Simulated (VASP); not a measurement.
# Hg (Pm-3n) in VASP: single point with RPBE

Aim: the single point of Hg with RPBE.

Everything below comes from runs of VASP 6.6.1. Logs are shortened: lines on timing, memory, paths and dates and some standing lists are left out, and cuts for length are marked.

### 1 The cell of the first run

The structure is cubic, space group Pm-3n (No. 223). Conventional cell: a = 9.200 Å, b = 9.200 Å, c = 9.200 Å, α = 90.00°, β = 90.00°, γ = 90.00°.

### 2 Single point, RPBE

INCAR reads:

```
SYSTEM = Hg
PREC = Accurate
ENCUT = 520
EDIFF = 1E-7
ISMEAR = -1
SIGMA = 0.1
LREAL = .False.
LASPH = .True.
NELM = 100
ALGO = Normal
ISIF = 2
LWAVE = .False.
LCHARG = .False.
GGA = RP
NBANDS = 58
```

KPOINTS reads:

```
Automatic mesh
0
Gamma
  4 4 4
  0 0 0
```

POSCAR reads:

```
Hg
1.0
    9.2003807667      0.0000000000      0.0000000000
    0.0000000000      9.2003807667      0.0000000000
    0.0000000000      0.0000000000      9.2003807667
Hg
8
Direct
    1.0000000000      1.0000000000      1.0000000000
    0.5000000000      0.5000000000      0.5000000000
    0.2500000000      1.0000000000      0.5000000000
    0.7500000000      1.0000000000      0.5000000000
    0.5000000000      0.2500000000      0.0000000000
    0.5000000000      0.7500000000      1.0000000000
    1.0000000000      0.5000000000      0.2500000000
    1.0000000000      0.5000000000      0.7500000000
```

Potentials or basis: VASP PAW PBE potentials, release 64 (Hg).

The run is started by

```
$ cat potpaw_PBE.64/Hg/POTCAR > POTCAR
$ mpirun -np 1 vasp_std > vasp.out
```

OUTCAR:

```text
SYSTEM = Hg
   PREC = Accurate
   ENCUT = 520
   EDIFF = 1E-7
   ISMEAR = -1
   LREAL = .False.
   LASPH = .True.
   NELM = 100
   ISIF = 2
   GGA = RP

 ion  position               nearest neighbor table
   1  0.000  0.000  0.000-
   2  0.500  0.500  0.500-
   3  0.250  0.000  0.500-
   4  0.750  0.000  0.500-
   5  0.500  0.250  0.000-
   6  0.500  0.750  0.000-
   7  0.000  0.500  0.250-
   8  0.000  0.500  0.750-

  LATTYP: Found a simple cubic cell.
 ALAT       =     9.2003807667

  Lattice vectors:

 A1 = (   9.2003807667,   0.0000000000,   0.0000000000)
 A2 = (   0.0000000000,   9.2003807667,   0.0000000000)
 A3 = (   0.0000000000,   0.0000000000,   9.2003807667)

Analysis of symmetry for initial positions (statically):
=====================================================================
 Subroutine PRICEL returns:
 Original cell was already a primitive cell.

 Routine SETGRP: Setting up the symmetry group for a
 simple cubic supercell.

 Subroutine GETGRP returns: Found 48 space group operations
 (whereof 24 operations were pure point group operations)
 out of a pool of 48 trial point group operations.

The static configuration has the point symmetry T_h .
 The point group associated with its full space group is O_h .

Analysis of symmetry for dynamics (positions and initial velocities):
=====================================================================
 Subroutine PRICEL returns:
 Original cell was already a primitive cell.

 Routine SETGRP: Setting up the symmetry group for a
 simple cubic supercell.

 Subroutine GETGRP returns: Found 48 space group operations
 (whereof 24 operations were pure point group operations)
 out of a pool of 48 trial point group operations.

The dynamic configuration has the point symmetry T_h .
 The point group associated with its full space group is O_h .

 Subroutine INISYM returns: Found 48 space group operations
 (whereof 24 operations are pure point group operations),
 and found     1 'primitive' translations

----------------------------------------------------------------------------------------

                                     Primitive cell

  volume of cell :     778.7847

  direct lattice vectors                    reciprocal lattice vectors
     9.200380767  0.000000000  0.000000000     0.108691154  0.000000000  0.000000000
     0.000000000  9.200380767  0.000000000     0.000000000  0.108691154  0.000000000
     0.000000000  0.000000000  9.200380767     0.000000000  0.000000000  0.108691154

  length of vectors
     9.200380767  9.200380767  9.200380767     0.108691154  0.108691154  0.108691154

  position of ions in fractional coordinates (direct lattice)
     0.000000000  0.000000000  0.000000000
     0.500000000  0.500000000  0.500000000
     0.250000000  0.000000000  0.500000000
     0.750000000  0.000000000  0.500000000
     0.500000000  0.250000000  0.000000000
     0.500000000  0.750000000  0.000000000
     0.000000000  0.500000000  0.250000000
     0.000000000  0.500000000  0.750000000

  ion indices of the primitive-cell ions
   primitive index   ion index
                 1           1
                 2           2
                 3           3
                 4           4
                 5           5
                 6           6
                 7           7
                 8           8

----------------------------------------------------------------------------------------

 KPOINTS: Automatic mesh

Automatic generation of k-mesh.
 Grid dimensions read from file:
 generate k-points for:    4    4    4

 Generating k-lattice:

  Cartesian coordinates                     Fractional coordinates (reciprocal lattice)
     0.027172788  0.000000000  0.000000000     0.250000000  0.000000000  0.000000000
     0.000000000  0.027172788  0.000000000     0.000000000  0.250000000  0.000000000
     0.000000000  0.000000000  0.027172788     0.000000000  0.000000000  0.250000000

  Length of vectors
     0.027172788  0.027172788  0.027172788

  Shift w.r.t. Gamma in fractional coordinates (k-lattice)
     0.000000000  0.000000000  0.000000000

 Subroutine IBZKPT returns following result:
 ===========================================

 Found     10 irreducible k-points:

 Following reciprocal coordinates:
            Coordinates               Weight
  0.000000  0.000000  0.000000      1.000000
  0.250000  0.000000  0.000000      6.000000
  0.500000  0.000000  0.000000      3.000000
  0.250000  0.250000  0.000000     12.000000
  0.500000  0.250000  0.000000     12.000000
  0.500000  0.500000  0.000000      3.000000
  0.250000  0.250000  0.250000      8.000000
  0.500000  0.250000  0.250000     12.000000
  0.500000  0.500000  0.250000      6.000000
  0.500000  0.500000  0.500000      1.000000
   k-points           NKPTS =     10   k-points in BZ     NKDIM =     10   number of bands    NBANDS=     58
   number of dos      NEDOS =    301   number of ions     NIONS =      8
   total plane-waves  NPLWV = 343000
   dimension x,y,z NGX =    70 NGY =   70 NGZ =   70
   dimension x,y,z NGXF=   140 NGYF=  140 NGZF=  140
   ions per type =               8
   NGX,Y,Z   is equivalent  to a cutoff of  12.65, 12.65, 12.65 a.u.
   NGXF,Y,Z  is equivalent  to a cutoff of  25.30, 25.30, 25.30 a.u.
 SYSTEM =  Hg
   PREC   = accura    normal or accurate (medium, high low for compatibility)
   ISTART =      0    job   : 0-new  1-cont  2-samecut
   ICHARG =      2    charge: 1-file 2-atom 10-const
   ISPIN  =      1    spin polarized calculation?
   LNONCOLLINEAR =      F non collinear calculations
   LSORBIT =      F    spin-orbit coupling
   LASPH  =      T    aspherical Exc in radial PAW
   ENCUT  =  520.0 eV  38.22 Ry    6.18 a.u.  17.11 17.11 17.11*2*pi/ulx,y,z
   NELM   =    100;   NELMIN=  2; NELMDL= -5     # of ELM steps
   EDIFF  = 0.1E-06   stopping-criterion for ELM
   LREAL  =      F    real-space projection
   EDIFFG = 0.1E-05   stopping-criterion for IOM
   NSW    =      0    number of steps for IOM
   IBRION =     -1    ionic relax: 0-MD 1-quasi-New 2-CG
   NFREE  =      0    steps in history (QN), initial steepest desc. (CG)
   ISIF   =      2    stress and relaxation
   ISYM   =      2    0-nonsym 1-usesym 2-fastsym
   POTIM  = 0.5000    time-step for ionic-motion
   TEBEG  =    0.0;   TEEND  =   0.0 temperature during run
   PSTRESS=    0.0 pullay stress
   NELECT =      96.0000    total number of electrons
   NUPDOWN=      -1.0000    fix difference up-down
   EMIN   =  10.00;   EMAX   =-10.00  energy-range for DOS
   EFERMI =   0.00;   METHOD = LEGACY
   ISMEAR =    -1;   SIGMA  =   0.10  broadening in eV -4-tet -1-fermi 0-gaus
   EFERMI_NEDOS =   21; number of points for ismear=-14 and -15
   IALGO  =     38    algorithm
   IMIX   =      4    mixing-type and parameters
     AMIX     =   0.40;   BMIX     =  1.00
     AMIX_MAG =   1.60;   BMIX_MAG =  1.00
  volume/ion in A,a.u.               =      97.35       656.94
  Fermi-wavevector in a.u.,A,eV,Ry     =   0.814753  1.539660  9.031859  0.663823
  Thomas-Fermi vector in A             =   1.924717
   LORBIT       =      0    0 simple, 1 ext, 2 COOP (PROOUT), +10 PAW based schemes
   GGA     = RP    functional components
   LHFCALC =     F    Hartree Fock is set to
   AEXX    =    0.0000 exact exchange contribution
   IVDW    =     0    specifies the selected vdW correction
   LEPSILON=     F    determine dielectric tensor
   LRPA    =     F    only Hartree local field effects (RPA)
 non-spin polarized calculation
  energy-cutoff  :      520.00
  volume of cell :      778.78
 maximum number of plane-waves:     21034
 NGX is ok and might be reduce to    70
   NGX = 35   NGY = 35   NGZ = 35

 number of electron      96.0000015 magnetization

 Free energy of the ion-electron system (eV)
  ---------------------------------------------------
  ext. energy  EPLUGINS =         0.00000000
  ---------------------------------------------------
  free energy    TOTEN  =        -0.26266880 eV

  energy without entropy =       -0.26266880  energy(sigma->0) =       -0.26266880

 E-fermi :  -2.5988     XC(G=0):  -4.6097

 val. band max:       -4.7918269607   @ k =   0.5000   0.5000   0.0000
 cond. band min:      -0.5178820694   @ k =   0.0000   0.0000   0.0000
 fundamental gap:      4.2739448914
 Fermi energy:        -2.5987789611

 k-point     1 :       0.0000    0.0000    0.0000
  band No.  band energies     occupation
      1      -8.2149      2.00000
      2      -8.2132      2.00000
      3      -8.2132      2.00000
      4      -8.1895      2.00000
      5      -8.1895      2.00000
      6      -8.1895      2.00000
[... 50 lines left out ...]
     57       0.4331      0.00000
     58       0.8718      0.00000

 k-point     2 :       0.2500    0.0000    0.0000
  band No.  band energies     occupation
      1      -8.2141      2.00000
      2      -8.2133      2.00000
      3      -8.2011      2.00000
      4      -8.1924      2.00000
      5      -8.1873      2.00000
      6      -8.1873      2.00000
[... 50 lines left out ...]
     57       0.8301      0.00000
     58       0.9596      0.00000

 k-point     3 :       0.5000    0.0000    0.0000
  band No.  band energies     occupation
      1      -8.2136      2.00000
      2      -8.2136      2.00000
      3      -8.1925      2.00000
      4      -8.1925      2.00000
      5      -8.1856      2.00000
      6      -8.1856      2.00000
[... 362 lines left out ...]
      3      -8.1905      2.00000
      4      -8.1845      2.00000
      5      -8.1845      2.00000
      6      -8.1845      2.00000
[... 50 lines left out ...]
     57       0.9182      0.00000
     58       1.0970      0.00000

 k-point    10 :       0.5000    0.5000    0.5000
  band No.  band energies     occupation
      1      -8.1857      2.00000
      2      -8.1857      2.00000
      3      -8.1857      2.00000
      4      -8.1857      2.00000
      5      -8.1841      2.00000
      6      -8.1841      2.00000
[... 50 lines left out ...]
     57       1.5297      0.00000
     58       1.5297      0.00000

------------------------ aborting loop because EDIFF is reached ----------------------------------------

  FORCE on cell =-STRESS in cart. coord.  units (eV):
  Direction    XX          YY          ZZ          XY          YZ          ZX
  --------------------------------------------------------------------------------------
  -------------------------------------------------------------------------------------
  Total        0.0604454      0.0604454      0.0604454     -0.0000000      0.0000000     -0.0000000
  in kB        0.1243530      0.1243530      0.1243530     -0.0000000      0.0000000     -0.0000000
  external PRESSURE =       0.1243530 kB  Pullay stress =       0.0000000 kB

 VOLUME and BASIS-vectors are now :
 -----------------------------------------------------------------------------
  energy-cutoff  :      520.00
  volume of cell :      778.78
      direct lattice vectors                 reciprocal lattice vectors
     9.200380767  0.000000000  0.000000000     0.108691154  0.000000000  0.000000000
     0.000000000  9.200380767  0.000000000     0.000000000  0.108691154  0.000000000
     0.000000000  0.000000000  9.200380767     0.000000000  0.000000000  0.108691154

 POSITION                                       TOTAL-FORCE (eV/Angst)
 -----------------------------------------------------------------------------------
      0.00000      0.00000      0.00000        -0.000000      0.000000      0.000000
      4.60019      4.60019      4.60019        -0.000000      0.000000      0.000000
      2.30010      0.00000      4.60019         0.000000     -0.000000     -0.000000
      6.90029      0.00000      4.60019        -0.000000      0.000000     -0.000000
      4.60019      2.30010      0.00000         0.000000     -0.000000     -0.000000
      4.60019      6.90029      0.00000         0.000000      0.000000     -0.000000
      0.00000      4.60019      2.30010        -0.000000     -0.000000     -0.000000
      0.00000      4.60019      6.90029         0.000000     -0.000000      0.000000
 -----------------------------------------------------------------------------------
    total drift:                                0.000000      0.000000      0.000000

  FREE ENERGIE OF THE ION-ELECTRON SYSTEM (eV)
  ---------------------------------------------------
  free  energy   TOTEN  =        -0.2626688012 eV

  energy  without entropy=       -0.2626687950  energy(sigma->0) =       -0.26266880
```

Wall time 5.3 min (1 thread of Intel Xeon Platinum 8488C (Sapphire Rapids), shared host); peak memory 0.85 GiB.

What came out:

```yaml
Free_energy: -0.2627 eV
Pressure: 0.0 GPa
Band_gap_on_the_k_mesh: 4.27 eV (least direct gap 4.28 eV)
```

Caveat: the PAW data sets were made with another functional, which shifts forces and pressure a little; spin-orbit coupling is left out, which moves the levels of the heavy elements. A k mesh can miss the band edges.
